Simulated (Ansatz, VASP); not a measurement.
## Two plane-wave programs on TaH3

```
CELL_PARAMETERS angstrom
4.96657 0.00000 0.00000
-2.48329 4.30118 0.00000
0.00000 0.00000 2.86655
ATOMIC_POSITIONS crystal
Ta 0.66667 0.33333 0.75000
Ta 0.33333 0.66667 0.25000
H 0.36907 0.28873 0.25000
H 0.71127 0.08034 0.25000
H 0.91966 0.63093 0.25000
H 0.08034 0.36907 0.75000
H 0.63093 0.71127 0.75000
H 0.28873 0.91966 0.75000
```

Alike in both runs: task relaxation of cell and atoms; functional PBE; k mesh 6 × 6 × 12; occupations gaussian, width 0.1 eV; no spin polarisation.

|  | VASP | Ansatz |
| --- | --- | --- |
| version | VASP 6.6.1 | Ansatz 0.2.0 |
| potentials or method | VASP PAW PBE potentials, release 64 (Ta_pv, H), cutoff 600 eV | scalar-relativistic, plane waves, PAW |
| valence electrons in the cell | 28 | 32 |

Ansatz gave:

```
gap on the k mesh at the Fermi level, each at its own relaxed structure (eV) : none
relaxed volume (Å³/atom)                                                     : 7.63
relaxed cell length with the largest relative difference (Å)                 : 4.957
```

Problem. Which values does VASP return?

Solution. gap on the k mesh at the Fermi level, each at its own relaxed structure (eV): none; relaxed volume (Å³/atom): 7.64; relaxed cell length with the largest relative difference (Å): 4.959.

A gap of «none» marks a metal or a gap that the smearing closes. VASP's potentials hold 28 valence electrons a cell and Ansatz's 32, so a difference there can come from the potentials and not from the codes.

Spin-orbit coupling is off throughout.
